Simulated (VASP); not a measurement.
# MnS (Fm-3m) in VASP: a series of runs, part 2 of 2

VASP 6.6.1. The steps go on from the part before.

## Step 4: Vibrations by perturbation theory, PBEsol, collinear spin, ferromagnetic start

Contents of INCAR:

```
SYSTEM = MnS
PREC     = Accurate       ! precision mode
ENCUT    = 520            ! plane-wave cutoff, eV
EDIFF    = 1E-8           ! SCF threshold, eV
ISMEAR   = -1             ! smearing method
SIGMA    = 0.05           ! smearing width, eV
LREAL    = .FALSE.        ! projectors in reciprocal space
LASPH    = .TRUE.         ! aspherical terms in the spheres
NELM     = 150            ! most SCF steps
ALGO     = Normal         ! electronic algorithm
ISIF     = 2              ! what is computed and relaxed
LWAVE    = .FALSE.        ! write WAVECAR
LCHARG   = .TRUE.         ! write CHGCAR
ISPIN    = 2              ! spin polarisation
MAGMOM   = 4 0            ! initial moments
LORBIT   = 11             ! projections on sites
LMAXMIX  = 4              ! l up to which the mixer works
GGA      = PS             ! functional
IBRION   = 8              ! ionic algorithm
NSW      = 1              ! ionic steps
```

Contents of KPOINTS:

```
regular mesh
0
G
  7 7 7
  0 0 0
```

Contents of POSCAR:

```
MnS
1.0
    0.0000000000      2.6045000000      2.6045000000
    2.6045000000      0.0000000000      2.6045000000
    2.6045000000      2.6045000000      0.0000000000
Mn S
1 1
Direct
    0.0000000000      0.0000000000      0.0000000000
    0.5000000000      0.5000000000      0.5000000000
```

Potentials or basis: VASP PAW PBE potentials, release 64 (Mn_pv, S).

The run is started by

```sh
$ cat potpaw_PBE.64/Mn_pv/POTCAR potpaw_PBE.64/S/POTCAR > POTCAR
$ mpirun -np 1 vasp_std > vasp.out
```

OUTCAR:

```text
SYSTEM = MnS
   PREC = Accurate
   ENCUT = 520
   EDIFF = 1E-8
   ISMEAR = -1
   LREAL = .FALSE.
   LASPH = .TRUE.
   NELM = 150
   ISIF = 2
   ISPIN = 2
   LORBIT = 11
   GGA = PS
   IBRION = 8
   NSW = 1

 ion  position               nearest neighbor table
   1  0.000  0.000  0.000-   2 2.60   2 2.60   2 2.60   2 2.60   2 2.60   2 2.60
   2  0.500  0.500  0.500-   1 2.60   1 2.60   1 2.60   1 2.60   1 2.60   1 2.60

  LATTYP: Found a face centered cubic cell.
 ALAT       =     5.2090000000

  Lattice vectors:

 A1 = (   0.0000000000,   2.6045000000,   2.6045000000)
 A2 = (   2.6045000000,   0.0000000000,   2.6045000000)
 A3 = (   2.6045000000,   2.6045000000,   0.0000000000)

Analysis of symmetry for initial positions (statically):
=====================================================================
 Subroutine PRICEL returns:
 Original cell was already a primitive cell.

 Routine SETGRP: Setting up the symmetry group for a
 face centered cubic supercell.

 Subroutine GETGRP returns: Found 48 space group operations
 (whereof 48 operations were pure point group operations)
 out of a pool of 48 trial point group operations.

The static configuration has the point symmetry O_h .

Analysis of symmetry for dynamics (positions and initial velocities):
=====================================================================
 Subroutine PRICEL returns:
 Original cell was already a primitive cell.

 Routine SETGRP: Setting up the symmetry group for a
 face centered cubic supercell.

 Subroutine GETGRP returns: Found 48 space group operations
 (whereof 48 operations were pure point group operations)
 out of a pool of 48 trial point group operations.

The dynamic configuration has the point symmetry O_h .

[... 927 lines left out ...]

--------------------------------------- Ionic step        7  -------------------------------------------

 Free energy of the ion-electron system (eV)
  ---------------------------------------------------
  ---------------------------------------------------
  free energy    TOTEN  =        -0.10310885 eV

  energy without entropy =       -0.10310885

------------------------ aborting loop because EDIFF is reached ----------------------------------------

 INTERNAL STRAIN TENSOR  FOR ION    2  DIRECTION 1   (eV/Angst):
 -----------------------------------------------------------------------------
     0.00010 -0.00000  0.00000
    -0.00000  0.01285  0.00000
     0.00000  0.00000  0.01285

 INTERNAL STRAIN TENSOR FOR ION    2 for displacements in x,y,z  (eV/Angst):
          X           Y           Z          XY          YZ          ZX
  --------------------------------------------------------------------------------
  x     0.00000     0.00000     0.00000     0.00000     0.00000     0.00000
  y     0.00000     0.00000     0.00000     0.00000     0.00000     0.00000
  z     0.00000     0.00000     0.00000     0.00000     0.00000     0.00000

 SECOND DERIVATIVES (NOT SYMMETRIZED)
 ------------------------------------
               1X          1Y          1Z          2X          2Y          2Z
  1X    -2.339188    0.000000    0.000000    2.339188    0.000000    0.000000
  1Y     0.000000   -2.339188    0.000000    0.000000    2.339188    0.000000
  1Z     0.000000    0.000000   -2.339188    0.000000    0.000000    2.339188
  2X     2.380650    0.000000    0.000000   -2.380650    0.000000    0.000000
  2Y     0.000000    2.380650    0.000000    0.000000   -2.380650    0.000000
  2Z     0.000000    0.000000    2.380650    0.000000    0.000000   -2.380650

 Eigenvectors and eigenvalues of the dynamical matrix
 ----------------------------------------------------

   1 f  =    5.343365 THz    33.573351 2PiTHz  178.235463 cm-1    22.098371 meV
             X         Y         Z           dx          dy          dz
      0.000000  0.000000  0.000000     0.000000    0.000000   -0.603725
      2.604500  2.604500  2.604500     0.000000    0.000000    0.797193
[... 21 lines left out ...]
   6 f/i=    0.022591 THz     0.141946 2PiTHz    0.753566 cm-1     0.093430 meV
             X         Y         Z           dx          dy          dz
      0.000000  0.000000  0.000000     0.000000   -0.513682   -0.609629
      2.604500  2.604500  2.604500     0.000000   -0.389018   -0.461680

--------------------------------------------------------------------------------------------------------

 ELASTIC MODULI CONTR FROM IONIC RELAXATION (kBar)
 Direction    XX          YY          ZZ          XY          YZ          ZX
 --------------------------------------------------------------------------------
 XX           0.0000      0.0000      0.0000      0.0000      0.0000      0.0000
 YY           0.0000      0.0000      0.0000      0.0000      0.0000      0.0000
 ZZ           0.0000      0.0000      0.0000      0.0000      0.0000      0.0000
 XY           0.0000      0.0000      0.0000      0.0000      0.0000      0.0000
 YZ           0.0000      0.0000      0.0000      0.0000      0.0000      0.0000
 ZX           0.0000      0.0000      0.0000      0.0000      0.0000      0.0000
 --------------------------------------------------------------------------------

 total charge

# of ion       s       p       d       tot
------------------------------------------
    1        0.218   6.166   4.930  11.313
    2        1.323   2.368   0.000   3.690
--------------------------------------------------
tot          1.541   8.533   4.930  15.003

 magnetization (x)

# of ion       s       p       d       tot
------------------------------------------
    1        0.050   0.039   4.130   4.219
    2        0.026   0.071   0.000   0.096
--------------------------------------------------
tot          0.076   0.110   4.130   4.315
```

OSZICAR:

```text
N       E                     dE             d eps       ncg     rms          rms(c)
DAV:   1     0.144661758358E+03    0.14466E+03   -0.10650E+04  1200   0.132E+03
DAV:   2    -0.953686044289E+01   -0.15420E+03   -0.14768E+03  1340   0.347E+02
[... 49 lines left out ...]
RMM:   8    -0.103106084490E+00   -0.21983E-05   -0.63034E-08  4438   0.165E-03    0.155E-03
RMM:   9    -0.103109947194E+00   -0.38627E-05    0.68537E-08  4105   0.113E-03    0.318E-04
RMM:  10    -0.103109220978E+00    0.72622E-06    0.46009E-07  4352   0.367E-04    0.405E-05
RMM:  11    -0.103108891610E+00    0.32937E-06    0.32011E-08  4470   0.104E-04    0.261E-05
RMM:  12    -0.103108822284E+00    0.69326E-07   -0.21221E-07  4455   0.419E-05    0.979E-06
RMM:  13    -0.103108846850E+00   -0.24566E-07   -0.15843E-09  4359   0.204E-05    0.324E-06
RMM:  14    -0.103108854147E+00   -0.72972E-08    0.66697E-09  4399   0.119E-05    0.151E-06
 Linear response finished
```

Run time: 2.1 min. Hardware: 1 thread of AMD EPYC 9R45 (Zen 5), shared host; peak memory 0.22 GiB.

What came out:

| Item | Value |
| --- | --- |
| Net moment | 4.67 μB per cell |
| Site moments | Mn +4.22; S +0.10 μB |
| Valence electrons inside the program's atomic spheres | Mn 11.31; S 3.69 |
| Highest phonon frequency at Γ, LO-TO splitting left out | 178 cm⁻¹ |

Phonon frequencies in cm⁻¹ (negative: imaginary):
```csv
q point,frequencies
"(0.000, 0.000, 0.000)",-1 -1 -1 178 178 178
```

Caveat: the cell wasn't relaxed at this level first, which shifts response properties; a cell with one magnetic atom can't hold antiferromagnetic order, which such compounds often take.

## Step 5: The runs side by side

| task | level | U | k mesh | k mesh for the DOS | occupations for the DOS | moment (μB) |
| --- | --- | --- | --- | --- | --- | --- |
| density of states | PBEsol+U | Mn d U = 6.0 eV | 9 × 9 × 9 | 14 × 14 × 14 | tetrahedron | 5.00 |
| density of states | PBEsol+U | Mn d U = 8.0 eV | 9 × 9 × 9 | 14 × 14 × 14 | tetrahedron | 5.00 |
| vibrations by perturbation theory | PBEsol | - | 7 × 7 × 7 | - | - | 4.67 |

Alike in all rows: potentials or basis VASP PAW PBE potentials, release 64 (Mn_pv, S); spin collinear, ferromagnetic start; cell as given; cutoff (eV) 520; smearing fermi-dirac 0.05 eV.

Caveats: a cell with one magnetic atom can't hold antiferromagnetic order, which such compounds often take; the cell wasn't relaxed at this level first, which shifts response properties (some runs).

Total energies depend on the potentials used, so only differences within one code and one set of settings carry meaning.
